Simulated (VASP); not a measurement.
Here is a VASP 6.6.1 calculation.

The input POSCAR:

```
Ni
1.0
    2.4802374197      0.0000000000      0.0000000000
   -1.2401187098      2.1479486129      0.0000000000
    0.0000000000      0.0000000000      4.1264032895
Ni
2
Direct
    0.6666666667      0.3333333333      0.7500000000
    0.3333333333      0.6666666667      0.2500000000
```

The input INCAR.step1:

```
ALGO = Normal ; EDIFF = 1E-4
ENCUT = 520 ; GGA = PE
ISMEAR = -1 ; ISPIN = 2
LASPH = T ; LCHARG = F
LMAXMIX = 4 ; LREAL = F
LWAVE = T ; MAGMOM = 1 1
NBANDS = 21 ; NELM = 150
PREC = Accurate ; SIGMA = 0.05
```

File INCAR.step2:

```
ALGO = Normal ; EDIFF = 1E-7
ENCUT = 520 ; ISIF = 2
ISMEAR = -1 ; ISPIN = 2
ISTART = 1 ; LASPH = T
LCHARG = F ; LMAXMIX = 4
LMIXTAU = T ; LORBIT = 11
LREAL = F ; LWAVE = F
MAGMOM = 1 1 ; METAGGA = R2SCAN
NBANDS = 21 ; NELM = 150
PREC = Accurate ; SIGMA = 0.05
```

KPOINTS

```
k-points
0
Gamma
  12 12 7
```

Potentials or basis: VASP PAW PBE potentials, release 64 (Ni).

Launch:

```console
$ cat potpaw_PBE.64/Ni/POTCAR > POTCAR
$ cp INCAR.step1 INCAR
$ mpirun -np 1 vasp_std > vasp.out
$ cp INCAR.step2 INCAR
$ mpirun -np 1 vasp_std > vasp.out
```

Problem. What does it give for the site moments?

Solution. Ni +0.75 μB.

Problem. Predict the net moment.

Solution. 1.45 μB per cell.

Problem. Predict the pressure.

Solution. -7.7 GPa.

Caveat: the cell stands under tension; the PAW data sets were made with another functional, which shifts forces and pressure a little.
